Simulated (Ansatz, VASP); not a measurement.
# One calculation of AlBP2, two programs

File INCAR:

```
SYSTEM = AlBP2
ALGO = Normal ; EDIFF = 1E-7
ENCUT = 520 ; GGA = PE
ISIF = 2 ; ISMEAR = 0
LASPH = .TRUE. ; LCHARG = .FALSE.
LREAL = .FALSE. ; LWAVE = .FALSE.
NBANDS = 16 ; NELM = 80
PREC = Accurate ; SIGMA = 0.01
```

The input KPOINTS:

```
k-points
0
G
  6 6 4
  0 0 0
```

Contents of POSCAR:

```
AlBP2
1.0
    3.4990002772      0.0000000000      0.0000000000
    0.0000000000      3.4990002772      0.0000000000
    0.0000000000      0.0000000000      5.2391092037
B P Al
1 2 1
Direct
    0.0000000000      0.0000000000      0.0000000000
    0.0000000000      0.5000000000      0.2077903022
    0.5000000000      0.0000000000      0.7922096978
    0.5000000000      0.5000000000      0.5000000000
```

Input for Ansatz:

```yaml
crystal:
  lattice:
    - [3.4990002772, 0.0, 0.0]
    - [0.0, 3.4990002772, 0.0]
    - [0.0, 0.0, 5.2391092037]
  atoms:
    - { symbol: B, position: [0.0, 0.0, 0.0] }
    - { symbol: P, position: [0.0, 0.5, 0.2077903022] }
    - { symbol: Al, position: [0.5, 0.5, 0.5] }
    - { symbol: P, position: [0.5, 0.0, 0.7922096978] }
kpoints:
  mp_grid: { grid: [6, 6, 4] }
hamiltonian:
  xc: pbe
scf:
  occupations: { method: fixed }
  n_extra_bands: 5
output:
  forces: true
  stress: true
  eigenvalues: true
```

Alike in both runs: task single point; functional PBE; k mesh 6 × 6 × 4; no spin polarisation.

```csv
,VASP,Ansatz
version,VASP 6.6.1,Ansatz 0.2.0
potentials or method,"VASP PAW PBE potentials, release 64 (B, P, Al)","plane waves, PAW"
plane-wave cutoff (eV),520,420
occupations,"gaussian, width 0.01 eV",fixed
valence electrons in the cell,16,16
```

Ansatz gave:

* gap on the k mesh at the Fermi level (eV): 0.77
* pressure (GPa): 0.0

Problem. Which values does VASP return?

Solution. gap on the k mesh at the Fermi level (eV): 0.77; pressure (GPa): -0.1.
